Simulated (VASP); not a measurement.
# KSi2 (Fm-3m) in VASP: a series of runs

KSi2 is run at these levels: PBE; tasks: single point, relaxation of cell and atoms.

Program: VASP 6.6.1. These are calculated values, not measurements. Logs are shortened: lines on timing, memory, paths and dates and some standing lists are left out, and cuts for length are marked.

**1. The cell of the first run**

It takes space group Fm-3m (No. 225, cubic). The conventional cell has a = 6.947 Å, b = 6.947 Å, c = 6.947 Å, α = 90.00°, β = 90.00°, γ = 90.00°. Within 4.0 Å of K (site symmetry m-3m) lie 8 Si at 3.01 Å. Within 4.0 Å of Si (site symmetry -43m) lie 4 K at 3.01 Å and 6 Si at 3.47 Å.

**2. Single point, PBE**

Contents of INCAR:

```
  PREC = Accurate
  ENCUT = 520
  EDIFF = 1E-6
  ISMEAR = 0
  SIGMA = 0.1
  LREAL = False
  LASPH = True
  NELM = 80
  ALGO = Normal
  ISIF = 2
  LWAVE = False
  LCHARG = False
  GGA = PE
  NBANDS = 16
```

Contents of KPOINTS:

```
regular mesh
0
Gamma
  6 6 6
```

Contents of POSCAR:

```
KSi2
1.0
    0.0000000000      3.4736304618      3.4736304618
    3.4736304618      0.0000000000      3.4736304618
    3.4736304618      3.4736304618      0.0000000000
K Si
1 2
Direct
    0.0000000000      0.0000000000      0.0000000000
    0.2500000000      0.2500000000      0.2500000000
    0.7500000000      0.7500000000      0.7500000000
```

Potentials or basis: VASP PAW PBE potentials, release 64 (K_sv, Si).

Run with:

```
$ cat potpaw_PBE.64/K_sv/POTCAR potpaw_PBE.64/Si/POTCAR > POTCAR
$ mpirun -np 1 vasp_std > vasp.out
```

OUTCAR:

```text
PREC = Accurate
   ENCUT = 520
   EDIFF = 1E-6
   ISMEAR = 0
   LREAL = False
   LASPH = True
   NELM = 80
   ISIF = 2
   GGA = PE

 ion  position               nearest neighbor table
   1  0.000  0.000  0.000-   2 3.01   3 3.01   3 3.01   3 3.01   3 3.01   2 3.01   2 3.01   2 3.01

   2  0.250  0.250  0.250-   1 3.01   1 3.01   1 3.01   1 3.01
   3  0.750  0.750  0.750-   1 3.01   1 3.01   1 3.01   1 3.01

  LATTYP: Found a face centered cubic cell.
 ALAT       =     6.9472609236

  Lattice vectors:

 A1 = (   0.0000000000,   3.4736304618,   3.4736304618)
 A2 = (   3.4736304618,   0.0000000000,   3.4736304618)
 A3 = (   3.4736304618,   3.4736304618,   0.0000000000)

Analysis of symmetry for initial positions (statically):
=====================================================================
 Subroutine PRICEL returns:
 Original cell was already a primitive cell.

 Routine SETGRP: Setting up the symmetry group for a
 face centered cubic supercell.

 Subroutine GETGRP returns: Found 48 space group operations
 (whereof 48 operations were pure point group operations)
 out of a pool of 48 trial point group operations.

The static configuration has the point symmetry O_h .

Analysis of symmetry for dynamics (positions and initial velocities):
=====================================================================
 Subroutine PRICEL returns:
 Original cell was already a primitive cell.

 Routine SETGRP: Setting up the symmetry group for a
 face centered cubic supercell.

 Subroutine GETGRP returns: Found 48 space group operations
 (whereof 48 operations were pure point group operations)
 out of a pool of 48 trial point group operations.

The dynamic configuration has the point symmetry O_h .

 Subroutine INISYM returns: Found 48 space group operations
 (whereof 48 operations are pure point group operations),
 and found     1 'primitive' translations

----------------------------------------------------------------------------------------

                                     Primitive cell

  volume of cell :      83.8264

  direct lattice vectors                    reciprocal lattice vectors
     0.000000000  3.473630462  3.473630462    -0.143941621  0.143941621  0.143941621
     3.473630462  0.000000000  3.473630462     0.143941621 -0.143941621  0.143941621
     3.473630462  3.473630462  0.000000000     0.143941621  0.143941621 -0.143941621

  length of vectors
     4.912455310  4.912455310  4.912455310     0.249314201  0.249314201  0.249314201

  position of ions in fractional coordinates (direct lattice)
     0.000000000  0.000000000  0.000000000
     0.250000000  0.250000000  0.250000000
     0.750000000  0.750000000  0.750000000

  ion indices of the primitive-cell ions
   primitive index   ion index
                 1           1
                 2           2
                 3           3

----------------------------------------------------------------------------------------

 KPOINTS: regular mesh

Automatic generation of k-mesh.
 Grid dimensions read from file:
 generate k-points for:    6    6    6

 Generating k-lattice:

  Cartesian coordinates                     Fractional coordinates (reciprocal lattice)
    -0.023990270  0.023990270  0.023990270     0.166666667  0.000000000  0.000000000
     0.023990270 -0.023990270  0.023990270     0.000000000  0.166666667  0.000000000
     0.023990270  0.023990270 -0.023990270     0.000000000  0.000000000  0.166666667

  Length of vectors
     0.041552367  0.041552367  0.041552367

  Shift w.r.t. Gamma in fractional coordinates (k-lattice)
     0.000000000  0.000000000  0.000000000

 Subroutine IBZKPT returns following result:
 ===========================================

 Found     16 irreducible k-points:

 Following reciprocal coordinates:
            Coordinates               Weight
  0.000000  0.000000  0.000000      1.000000
  0.166667  0.000000  0.000000      8.000000
  0.333333  0.000000  0.000000      8.000000
  0.500000  0.000000  0.000000      4.000000
  0.166667  0.166667  0.000000      6.000000
  0.333333  0.166667  0.000000     24.000000
[... 8 lines left out ...]
 -0.333333  0.333333  0.166667     24.000000
 -0.333333  0.500000  0.166667     12.000000
   k-points           NKPTS =     16   k-points in BZ     NKDIM =     16   number of bands    NBANDS=     16
   number of dos      NEDOS =    301   number of ions     NIONS =      3
   total plane-waves  NPLWV =  64000
   dimension x,y,z NGX =    40 NGY =   40 NGZ =   40
   dimension x,y,z NGXF=    80 NGYF=   80 NGZF=   80
   ions per type =               1   2
   NGX,Y,Z   is equivalent  to a cutoff of  13.54, 13.54, 13.54 a.u.
   NGXF,Y,Z  is equivalent  to a cutoff of  27.07, 27.07, 27.07 a.u.
 SYSTEM =  unknown system
   PREC   = accura    normal or accurate (medium, high low for compatibility)
   ISTART =      0    job   : 0-new  1-cont  2-samecut
   ICHARG =      2    charge: 1-file 2-atom 10-const
   ISPIN  =      1    spin polarized calculation?
   LNONCOLLINEAR =      F non collinear calculations
   LSORBIT =      F    spin-orbit coupling
   LASPH  =      T    aspherical Exc in radial PAW
   ENCUT  =  520.0 eV  38.22 Ry    6.18 a.u.   9.13  9.13  9.13*2*pi/ulx,y,z
   NELM   =     80;   NELMIN=  2; NELMDL= -5     # of ELM steps
   EDIFF  = 0.1E-05   stopping-criterion for ELM
   LREAL  =      F    real-space projection
   EDIFFG = 0.1E-04   stopping-criterion for IOM
   NSW    =      0    number of steps for IOM
   IBRION =     -1    ionic relax: 0-MD 1-quasi-New 2-CG
   NFREE  =      0    steps in history (QN), initial steepest desc. (CG)
   ISIF   =      2    stress and relaxation
   ISYM   =      2    0-nonsym 1-usesym 2-fastsym
   POTIM  = 0.5000    time-step for ionic-motion
   TEBEG  =    0.0;   TEEND  =   0.0 temperature during run
   PSTRESS=    0.0 pullay stress
   NELECT =      17.0000    total number of electrons
   NUPDOWN=      -1.0000    fix difference up-down
   EMIN   =  10.00;   EMAX   =-10.00  energy-range for DOS
   EFERMI =   0.00;   METHOD = LEGACY
   ISMEAR =     0;   SIGMA  =   0.10  broadening in eV -4-tet -1-fermi 0-gaus
   EFERMI_NEDOS =   21; number of points for ismear=-14 and -15
   IALGO  =     38    algorithm
   IMIX   =      4    mixing-type and parameters
     AMIX     =   0.40;   BMIX     =  1.00
     AMIX_MAG =   1.60;   BMIX_MAG =  1.00
  volume/ion in A,a.u.               =      27.94       188.56
  Fermi-wavevector in a.u.,A,eV,Ry     =   0.961828  1.817592 12.586934  0.925114
  Thomas-Fermi vector in A             =   2.091234
   LORBIT       =      0    0 simple, 1 ext, 2 COOP (PROOUT), +10 PAW based schemes
   GGA     = PE    functional components
   LHFCALC =     F    Hartree Fock is set to
   AEXX    =    0.0000 exact exchange contribution
   IVDW    =     0    specifies the selected vdW correction
   LEPSILON=     F    determine dielectric tensor
   LRPA    =     F    only Hartree local field effects (RPA)
 non-spin polarized calculation
 Gauss-broadening in eV      SIGMA  =   0.10
  energy-cutoff  :      520.00
  volume of cell :       83.83
 maximum number of plane-waves:      2285
 NGX is ok and might be reduce to    40
   NGX = 19   NGY = 19   NGZ = 19

 number of electron      17.0000001 magnetization

 Free energy of the ion-electron system (eV)
  ---------------------------------------------------
  ext. energy  EPLUGINS =         0.00000000
  ---------------------------------------------------
  free energy    TOTEN  =        -7.71282994 eV

  energy without entropy =       -7.70218902  energy(sigma->0) =       -7.70750948

 E-fermi :   2.1323     XC(G=0):  -8.4956

 val. band max:        2.0738242175   @ k =  -0.3333   0.5000   0.1667
 cond. band min:       2.2338472190   @ k =  -0.3333   0.1667   0.0000
 fundamental gap:      0.1600230014
 Fermi energy:         2.1323166789

 k-point     1 :       0.0000    0.0000    0.0000
  band No.  band energies     occupation
      1     -27.2933      2.00000
      2     -10.9369      2.00000
      3     -10.9369      2.00000
      4     -10.9369      2.00000
      5      -5.9356      2.00000
      6      -2.0721      2.00000
[... 8 lines left out ...]
     15       8.2929      0.00000
     16       8.2929      0.00000

 k-point     2 :       0.1667    0.0000    0.0000
  band No.  band energies     occupation
      1     -27.2920      2.00000
      2     -10.9867      2.00000
      3     -10.9420      2.00000
      4     -10.9420      2.00000
      5      -5.6808      2.00000
      6      -2.5305      2.00000
[... 8 lines left out ...]
     15       7.7892      0.00000
     16       8.5205      0.00000

 k-point     3 :       0.3333    0.0000    0.0000
  band No.  band energies     occupation
      1     -27.2896      2.00000
      2     -11.0791      2.00000
      3     -10.9521      2.00000
      4     -10.9521      2.00000
      5      -5.0470      2.00000
      6      -3.3364      2.00000
[... 8 lines left out ...]
     15       8.1135      0.00000
     16      10.1999      0.00000

 k-point     4 :       0.5000    0.0000    0.0000
  band No.  band energies     occupation
      1     -27.2883      2.00000
      2     -11.1221      2.00000
      3     -10.9572      2.00000
      4     -10.9572      2.00000
      5      -4.4721      2.00000
      6      -3.9277      2.00000
[... 8 lines left out ...]
     15       9.4478      0.00000
     16      10.1413      0.00000
[... 172 lines left out ...]
 k-point    14 :       0.5000    0.3333    0.1667
  band No.  band energies     occupation
      1     -27.2879      2.00000
      2     -11.0821      2.00000
      3     -11.0055      2.00000
      4     -10.9693      2.00000
      5      -4.5608      2.00000
      6      -3.5513      2.00000
[... 8 lines left out ...]
     15       9.0301      0.00000
     16       9.9958      0.00000

 k-point    15 :      -0.3333    0.3333    0.1667
  band No.  band energies     occupation
      1     -27.2871      2.00000
      2     -11.0802      2.00000
      3     -11.0356      2.00000
      4     -10.9767      2.00000
      5      -4.0706      2.00000
      6      -3.9185      2.00000
[... 8 lines left out ...]
     15      10.0056      0.00000
     16      10.1072      0.00000

 k-point    16 :      -0.3333    0.5000    0.1667
  band No.  band energies     occupation
      1     -27.2867      2.00000
      2     -11.0973      2.00000
      3     -11.0242      2.00000
      4     -10.9882      2.00000
      5      -4.0439      2.00000
      6      -3.7658      2.00000
[... 8 lines left out ...]
     15       9.9446      0.00000
     16      10.0057      0.00000

------------------------ aborting loop because EDIFF is reached ----------------------------------------

  FORCE on cell =-STRESS in cart. coord.  units (eV):
  Direction    XX          YY          ZZ          XY          YZ          ZX
  --------------------------------------------------------------------------------------
  -------------------------------------------------------------------------------------
  Total        0.1553290      0.1553290      0.1553290      0.0000000      0.0000000     -0.0000000
  in kB        2.9688083      2.9688083      2.9688083      0.0000000      0.0000000     -0.0000000
  external PRESSURE =       2.9688083 kB  Pullay stress =       0.0000000 kB

 VOLUME and BASIS-vectors are now :
 -----------------------------------------------------------------------------
  energy-cutoff  :      520.00
  volume of cell :       83.83
      direct lattice vectors                 reciprocal lattice vectors
     0.000000000  3.473630462  3.473630462    -0.143941621  0.143941621  0.143941621
     3.473630462  0.000000000  3.473630462     0.143941621 -0.143941621  0.143941621
     3.473630462  3.473630462  0.000000000     0.143941621  0.143941621 -0.143941621

 POSITION                                       TOTAL-FORCE (eV/Angst)
 -----------------------------------------------------------------------------------
      0.00000      0.00000      0.00000        -0.000000     -0.000000     -0.000000
      1.73682      1.73682      1.73682        -0.000000     -0.000000     -0.000000
      5.21045      5.21045      5.21045         0.000000      0.000000      0.000000
 -----------------------------------------------------------------------------------
    total drift:                               -0.000000      0.000000      0.000000

  FREE ENERGIE OF THE ION-ELECTRON SYSTEM (eV)
  ---------------------------------------------------
  free  energy   TOTEN  =        -7.7128299434 eV

  energy  without entropy=       -7.7021890237  energy(sigma->0) =       -7.70750948
```

Run time: 28 s. Hardware: 1 thread of Intel Xeon 8259CL, shared host; peak memory 0.24 GiB.

Results:

* Free energy: -7.7128 eV
* Pressure: 0.3 GPa
* Band gap on the k mesh: zero (an odd number of electrons rules out a gap without spin polarisation)

Caveat: an odd number of electrons without spin polarisation forces a metal; a magnetic or distorted state may lie lower.

**3. Relaxation of cell and atoms, PBE**

This run uses another cell than the first one, of 21.67 Å³/atom.

Contents of INCAR:

```
PREC = Accurate
ENCUT = 600
EDIFF = 1E-6
ISMEAR = 0
SIGMA = 0.1
LREAL = F
LASPH = T
NELM = 80
ALGO = Normal
ISIF = 3
LWAVE = F
LCHARG = F
GGA = PE
IBRION = 2
NSW = 90
EDIFFG = -0.04
```

KPOINTS is that of step 2.

Contents of POSCAR:

```
KSi2
1.0
    0.0000000000      3.1916598912      3.1916598912
    3.1916598912      0.0000000000      3.1916598912
    3.1916598912      3.1916598912      0.0000000000
K Si
1 2
Direct
    0.0000000000      0.0000000000      0.0000000000
    0.2500000000      0.2500000000      0.2500000000
    0.7500000000      0.7500000000      0.7500000000
```

Potentials or basis: VASP PAW PBE potentials, release 64 (K_sv, Si).

Run with:

```
$ cat potpaw_PBE.64/K_sv/POTCAR potpaw_PBE.64/Si/POTCAR > POTCAR
$ mpirun -np 1 vasp_std > vasp.out
```

Run time: 96 s. Hardware: 1 thread of Intel Xeon 8259CL, shared host; peak memory 0.22 GiB.

It converged, with:

| Item | Value |
| --- | --- |
| Free energy | -7.7123 eV |
| Relaxed volume | 28.40 Å³/atom |
| Relaxed cell | a = 4.939 Å, b = 4.939 Å, c = 4.939 Å, α = 60.00°, β = 60.00°, γ = 60.00° |
| Space group after relaxing (to 0.1 Å) | Fm-3m (No. 225) |
| Energy gained by relaxing | 166.2 meV/atom |
| Ionic steps | 4 |
| Pressure after relaxing | -0.1 GPa |
| Band gap on the k mesh | zero (an odd number of electrons rules out a gap without spin polarisation) |

Step by step:
| step | energy change (eV) | largest force (eV/Å) | pressure (GPa) | volume (Å³) |
| --- | --- | --- | --- | --- |
| 1 | 0.0000 | 0.0000 | 9.90 | 65.02 |
| 2 | -0.4598 | 0.0000 | 2.06 | 78.46 |
| 3 | -0.4929 | 0.0000 | -0.64 | 87.62 |
| 4 | -0.4985 | 0.0000 | -0.07 | 85.19 |

Final structure:
```
CELL_PARAMETERS angstrom
0.00000 3.49234 3.49234
3.49234 0.00000 3.49234
3.49234 3.49234 0.00000
ATOMIC_POSITIONS crystal
K 0.00000 0.00000 0.00000
Si 0.25000 0.25000 0.25000
Si 0.75000 0.75000 0.75000
```

Levels at points of the mesh, in eV from the Fermi level:
```tsv
k point	band 7	band 8	band 9	band 10	band 11	band 12
(0.00, 0.00, 0.00)	-0.77	-0.77	-0.77	2.85	2.85	2.85
(0.50, 0.00, 0.00)	-0.07	-0.07	0.68	0.81	0.88	0.88
(0.50, 0.50, 0.00)	-2.43	-0.78	-0.78	2.89	2.89	3.69
```

Caveat: the volume moved by over 15 % at a fixed basis, so the end points are rough; an odd number of electrons without spin polarisation forces a metal; a magnetic or distorted state may lie lower.

The gap in the log of VASP goes by the Fermi energy; the results here count the filled bands.